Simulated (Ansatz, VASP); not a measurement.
One calculation of In3Cu, two programs

Contents of INCAR:

```
PREC = Accurate
ENCUT = 600
EDIFF = 1E-6
ISMEAR = 0
SIGMA = 0.2
LREAL = F
LASPH = T
NELM = 120
ALGO = Normal
ISIF = 2
LWAVE = F
LCHARG = F
GGA = B5
ALDAX = 1.0
AGGAX = 1.0
AGGAC = 1.0
ALDAC = 0.0
NBANDS = 33
GGA_COMPAT = F
```

KPOINTS

```
regular mesh
0
Gamma
  5 5 5
```

Contents of POSCAR:

```
In3Cu
1.0
    4.4827700000      0.0000000000      0.0000000000
    0.0000000000      4.4827700000      0.0000000000
    0.0000000000      0.0000000000      4.4827700000
In Cu
3 1
Direct
    0.0000000000      0.5000000000      0.5000000000
    0.5000000000      0.0000000000      0.5000000000
    0.5000000000      0.5000000000      0.0000000000
    0.0000000000      0.0000000000      0.0000000000
```

Input for Ansatz:

```yaml
crystal:
  lattice:
    bravais: cubic
    a: 4.48277
  space_group: 221
  atoms:
    - { symbol: In, position: [0.0, 0.5, 0.5] }
    - { symbol: Cu, position: [0.0, 0.0, 0.0] }
kpoints:
  mp_grid:
    grid: [5, 5, 5]
hamiltonian:
  xc: blyp
scf:
  occupations:
    method: gaussian
    width: 0.2
output:
  stress: true
```

Alike in both runs: task single point; functional BLYP; k mesh 5 × 5 × 5; occupations gaussian, width 0.2 eV; no spin polarisation.

|  | VASP | Ansatz |
| --- | --- | --- |
| version | VASP 6.6.1 | Ansatz 0.2.0 |
| potentials or method | VASP PAW PBE potentials, release 64 (In_d, Cu) | plane waves, PAW |
| plane-wave cutoff (eV) | 600 | 420 |
| valence electrons in the cell | 50 | 58 |

|  | VASP | Ansatz | Ansatz less VASP |
| --- | --- | --- | --- |
| pressure (GPa) | 5.7 | 5.5 | -0.24 |

VASP's potentials were made for PBE, not for BLYP. VASP's potentials hold 50 valence electrons a cell and Ansatz's 58, so a difference there can come from the potentials and not from the codes.
